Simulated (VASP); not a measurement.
# MgS in VASP: settings compared

The runs below take MgS through single point, relaxation of shape and atoms at fixed volume, relaxation of cell and atoms, with PBE, r2SCAN.

Program: VASP 6.6.1. These are calculated values, not measurements. Logs are shortened: lines on timing, memory, paths and dates and some standing lists are left out, and cuts for length are marked.

### 1 The cell of the first run

The typed cell holds 8 atoms: a = 4.036 Å, b = 4.041 Å, c = 13.084 Å, α = 90.01°, β = 90.01°, γ = 119.97°.

### 2 Single point, PBE

Input file INCAR:

```
SYSTEM = MgS
ALGO = Normal ; EDIFF = 1E-6
ENCUT = 520 ; GGA = PE
ISIF = 2 ; ISMEAR = 0
LASPH = .TRUE. ; LCHARG = .FALSE.
LREAL = .FALSE. ; LWAVE = .FALSE.
NBANDS = 26 ; NELM = 60
PREC = Accurate ; SIGMA = 0.1
```

Input file KPOINTS:

```
k-points
0
G
  6 6 1
  0 0 0
```

Input file POSCAR:

```
MgS
1.0
    4.0362770393     -0.0003984430     -0.0004237762
   -2.0184466515      3.5009195309     -0.0003688750
   -0.0015377682     -0.0021735638     13.0836949032
Mg S
4 4
Direct
   -0.0014754537     -0.0004862344      0.0949505958
    0.0017466676      0.0011834718      0.5948851278
    0.3323905689      0.6663360386      0.3439816905
    0.6672128126      0.3328368642      0.8438033281
   -0.0008289888     -0.0001872807      0.4058637570
    0.0002944676     -0.0008632076      0.9056966066
    0.3317220377      0.6660714238      0.1555122794
    0.6689378883      0.3351089244      0.6553066150
```

Potentials or basis: VASP PAW PBE potentials, release 64 (Mg, S).

The run is started by

```console
cat potpaw_PBE.64/Mg/POTCAR potpaw_PBE.64/S/POTCAR > POTCAR
mpirun -np 1 vasp_std > vasp.out
```

OUTCAR:

```text
SYSTEM = MgS
   EDIFF = 1E-6
   ENCUT = 520
   GGA = PE
   ISIF = 2
   ISMEAR = 0
   LASPH = .TRUE.
   LREAL = .FALSE.
   NELM = 60
   PREC = Accurate

 ion  position               nearest neighbor table
   1  0.999  1.000  0.095-   7 2.46   7 2.46   7 2.46   6 2.48
   2  0.002  0.001  0.595-   8 2.46   8 2.46   8 2.46   5 2.47
   3  0.332  0.666  0.344-   7 2.47   5 2.47   5 2.47   5 2.47
   4  0.667  0.333  0.844-   8 2.47   6 2.47   6 2.47   6 2.47
   5  0.999  1.000  0.406-   3 2.47   3 2.47   3 2.47   2 2.47
   6  0.000  0.999  0.906-   4 2.47   4 2.47   4 2.47   1 2.48
   7  0.332  0.666  0.156-   1 2.46   1 2.46   1 2.46   3 2.47
   8  0.669  0.335  0.655-   2 2.46   2 2.46   2 2.46   4 2.47

  LATTYP: Found a triclinic cell.
 ALAT       =     4.0404564085
 B/A-ratio  =     0.9989656299
 C/A-ratio  =     3.2381725853
 COS(alpha) =     0.0002225086
 COS(beta)  =     0.0003988031
 COS(gamma) =     0.4993210396

  Lattice vectors:

 A1 = (   2.0178303878,   3.5005210879,  -0.0007926512)
 A2 = (   4.0362770393,  -0.0003984430,  -0.0004237762)
 A3 = (   0.0015377682,   0.0021735638, -13.0836949032)

Analysis of symmetry for initial positions (statically):
=====================================================================
 Subroutine PRICEL returns:
 Original cell was already a primitive cell.

 Routine SETGRP: Setting up the symmetry group for a
 triclinic supercell.

 Subroutine GETGRP returns: Found  1 space group operations
 (whereof  1 operations were pure point group operations)
 out of a pool of  2 trial point group operations.

The static configuration has the point symmetry C_1 .

Analysis of symmetry for dynamics (positions and initial velocities):
=====================================================================
 Subroutine PRICEL returns:
 Original cell was already a primitive cell.

 Routine SETGRP: Setting up the symmetry group for a
 triclinic supercell.

 Subroutine GETGRP returns: Found  1 space group operations
 (whereof  1 operations were pure point group operations)
 out of a pool of  2 trial point group operations.

The dynamic configuration has the point symmetry C_1 .

 Subroutine INISYM returns: Found  1 space group operations
 (whereof  1 operations are pure point group operations),
 and found     1 'primitive' translations

----------------------------------------------------------------------------------------
[... 105 lines left out ...]
   NFREE  =      0    steps in history (QN), initial steepest desc. (CG)
   ISIF   =      2    stress and relaxation
   ISYM   =      2    0-nonsym 1-usesym 2-fastsym
   POTIM  = 0.5000    time-step for ionic-motion
   TEBEG  =    0.0;   TEEND  =   0.0 temperature during run
   PSTRESS=    0.0 pullay stress
   NELECT =      32.0000    total number of electrons
   NUPDOWN=      -1.0000    fix difference up-down
   EMIN   =  10.00;   EMAX   =-10.00  energy-range for DOS
   EFERMI =   0.00;   METHOD = LEGACY
   ISMEAR =     0;   SIGMA  =   0.10  broadening in eV -4-tet -1-fermi 0-gaus
   EFERMI_NEDOS =   21; number of points for ismear=-14 and -15
   IALGO  =     38    algorithm
   IMIX   =      4    mixing-type and parameters
     AMIX     =   0.40;   BMIX     =  1.00
     AMIX_MAG =   1.60;   BMIX_MAG =  1.00
  volume/ion in A,a.u.               =      23.11       155.95
  Fermi-wavevector in a.u.,A,eV,Ry     =   0.912365  1.724120 11.325622  0.832410
  Thomas-Fermi vector in A             =   2.036752
   LORBIT       =      0    0 simple, 1 ext, 2 COOP (PROOUT), +10 PAW based schemes
   GGA     = PE    functional components
   LHFCALC =     F    Hartree Fock is set to
   AEXX    =    0.0000 exact exchange contribution
   IVDW    =     0    specifies the selected vdW correction
   LEPSILON=     F    determine dielectric tensor
   LRPA    =     F    only Hartree local field effects (RPA)
 non-spin polarized calculation
 Gauss-broadening in eV      SIGMA  =   0.10
  energy-cutoff  :      520.00
  volume of cell :      184.87
 maximum number of plane-waves:      5023
 NGX is ok and might be reduce to    30
   NGX = 15   NGY = 15   NGZ = 49

 number of electron      32.0000005 magnetization

 Free energy of the ion-electron system (eV)
  ---------------------------------------------------
  ext. energy  EPLUGINS =         0.00000000
  ---------------------------------------------------
  free energy    TOTEN  =       -33.91377584 eV

  energy without entropy =      -33.91377584  energy(sigma->0) =      -33.91377584

 E-fermi :   1.4333     XC(G=0):  -8.3138

 val. band max:        0.9940783426   @ k =   0.0000   0.0000   0.0000
 cond. band min:       4.3625511560   @ k =   0.0000   0.0000   0.0000
 fundamental gap:      3.3684728135
 Fermi energy:         1.4332826179

 k-point     1 :       0.0000    0.0000    0.0000
  band No.  band energies     occupation
      1     -10.2608      2.00000
      2      -9.9599      2.00000
      3      -9.9430      2.00000
      4      -9.5904      2.00000
      5      -2.1024      2.00000
      6      -0.8559      2.00000
[... 569 lines left out ...]
     25       8.5507      0.00000
     26       9.3384      0.00000

------------------------ aborting loop because EDIFF is reached ----------------------------------------

  FORCE on cell =-STRESS in cart. coord.  units (eV):
  Direction    XX          YY          ZZ          XY          YZ          ZX
  --------------------------------------------------------------------------------------
  -------------------------------------------------------------------------------------
  Total       -0.1012113     -0.1741235     -0.1662584     -0.0107837      0.0072018      0.0048450
  in kB       -0.8771442     -1.5090350     -1.4408718     -0.0934562      0.0624145      0.0419894
  external PRESSURE =      -1.2756837 kB  Pullay stress =       0.0000000 kB

 VOLUME and BASIS-vectors are now :
 -----------------------------------------------------------------------------
  energy-cutoff  :      520.00
  volume of cell :      184.87
      direct lattice vectors                 reciprocal lattice vectors
     4.036277039 -0.000398443 -0.000423776     0.247767170  0.142849566  0.000052852
    -2.018446652  3.500919531 -0.000368875     0.000028204  0.285655507  0.000047459
    -0.001537768 -0.002173564 13.083694903     0.000008026  0.000012680  0.076431012

 POSITION                                       TOTAL-FORCE (eV/Angst)
 -----------------------------------------------------------------------------------
      2.01271      3.49861      1.24151         0.000925      0.003785     -0.019918
      0.00375      0.00285      7.78329         0.000745      0.000940     -0.011485
     -0.00387      2.33191      4.50016        -0.001471     -0.005494      0.003383
      2.01994      1.16314     11.03966        -0.000415      0.001211      0.002543
      2.01424      3.49898      5.30941         0.003993      0.007277     -0.004387
     -2.01691      3.49593     11.84949        -0.002043      0.002560      0.010815
     -0.00575      2.33139      2.03429         0.003689     -0.004807      0.004590
      2.02261      1.17150      8.57342        -0.005424     -0.005471      0.014459
 -----------------------------------------------------------------------------------
    total drift:                                0.000026      0.000015     -0.000291

  FREE ENERGIE OF THE ION-ELECTRON SYSTEM (eV)
  ---------------------------------------------------
  free  energy   TOTEN  =       -33.9137758397 eV

  energy  without entropy=      -33.9137758397  energy(sigma->0) =      -33.91377584
```

It took 2.1 min on 1 thread of Intel Xeon Platinum 8488C (Sapphire Rapids), shared host; peak memory 0.31 GiB.

Results:

```yaml
Free_energy: -33.9138 eV
Pressure: -0.1 GPa
Largest_force: 0.020 eV/Å
Band_gap_on_the_k_mesh: 3.37 eV
```

Forces on the atoms (eV/Å):
```
Mg   0.001  0.004 -0.020
Mg   0.001  0.001 -0.011
Mg  -0.001 -0.005  0.003
Mg   0.000  0.001  0.003
S    0.004  0.007 -0.004
S   -0.002  0.003  0.011
S    0.004 -0.005  0.005
S   -0.005 -0.005  0.014
```

Caveat: the k points lie up to 0.48 Å⁻¹ apart.

### 3 Single point, r2SCAN

Input file POSCAR:

```
MgS
1.0
    4.0405200759      0.0000000000      0.0000000000
   -2.0202600379      3.4991930302      0.0000000000
    0.0000000000      0.0000000000     13.0800279451
Mg S
4 4
Direct
    0.0000000000      0.0000000000      0.0948572732
    0.0000000000      0.0000000000      0.5948572732
    0.3333333333      0.6666666667      0.3439525086
    0.6666666667      0.3333333333      0.8439525086
    0.0000000000      0.0000000000      0.4057262008
    0.0000000000      0.0000000000      0.9057262008
    0.3333333333      0.6666666667      0.1554640174
    0.6666666667      0.3333333333      0.6554640174
```

Input file INCAR.step1:

```
SYSTEM = MgS
PREC = Accurate
ENCUT = 520
ISMEAR = 0
SIGMA = 0.02
LREAL = .FALSE.
LASPH = .TRUE.
NELM = 80
NBANDS = 26
GGA = PE
ALGO = Normal
EDIFF = 1E-4
LWAVE = .TRUE.
LCHARG = .FALSE.
```

Input file INCAR.step2:

```
SYSTEM = MgS
PREC = Accurate
ENCUT = 520
EDIFF = 1E-7
ISMEAR = 0
SIGMA = 0.02
LREAL = .FALSE.
LASPH = .TRUE.
NELM = 80
ALGO = Normal
ISIF = 2
LWAVE = .FALSE.
LCHARG = .FALSE.
METAGGA = R2SCAN
LMIXTAU = .TRUE.
NBANDS = 26
ISTART = 1
```

Input file KPOINTS:

```
Automatic mesh
0
G
  6 6 2
  0 0 0
```

Potentials or basis: VASP PAW PBE potentials, release 64 (Mg, S).

The run is started by

```console
cat potpaw_PBE.64/Mg/POTCAR potpaw_PBE.64/S/POTCAR > POTCAR
cp INCAR.step1 INCAR
mpirun -np 1 vasp_std > vasp.out
cp INCAR.step2 INCAR
mpirun -np 1 vasp_std > vasp.out
```

Run time: 5.2 min. Hardware: 1 thread of Intel Xeon Platinum 8488C (Sapphire Rapids), shared host; peak memory 0.33 GiB.

It converged, with:

* Free energy: -61.8175 eV
* Pressure: -1.4 GPa
* Largest force: 0.004 eV/Å
* Band gap on the k mesh: 4.03 eV

Forces in eV/Å, atoms in the order of the input:
```
Mg   0.000  0.000 -0.002
Mg   0.000  0.000 -0.002
Mg   0.000  0.000 -0.003
Mg   0.000  0.000 -0.003
S    0.000  0.000  0.004
S    0.000  0.000  0.004
S    0.000  0.000  0.001
S    0.000  0.000  0.001
```

Levels at points of the mesh, in eV from the valence-band top:
| k point | band 13 | band 14 | band 15 | band 16 | band 17 | band 18 | band 19 | band 20 |
| --- | --- | --- | --- | --- | --- | --- | --- | --- |
| (0.00, 0.00, 0.00) | -0.23 | -0.05 | -0.05 | 0.00 | 4.03 | 5.45 | 5.54 | 5.62 |
| (0.50, 0.00, 0.00) | -0.76 | -0.74 | -0.47 | -0.38 | 4.63 | 4.88 | 5.88 | 6.01 |
| (0.00, 0.00, 0.50) | -0.11 | -0.11 | -0.11 | -0.11 | 4.68 | 4.68 | 5.62 | 5.62 |
| (0.50, 0.00, 0.50) | -0.73 | -0.73 | -0.50 | -0.50 | 4.96 | 4.96 | 5.76 | 5.76 |

Caveat: the PAW data sets were made with another functional, which shifts forces and pressure a little.

[end of part 1 of 3]
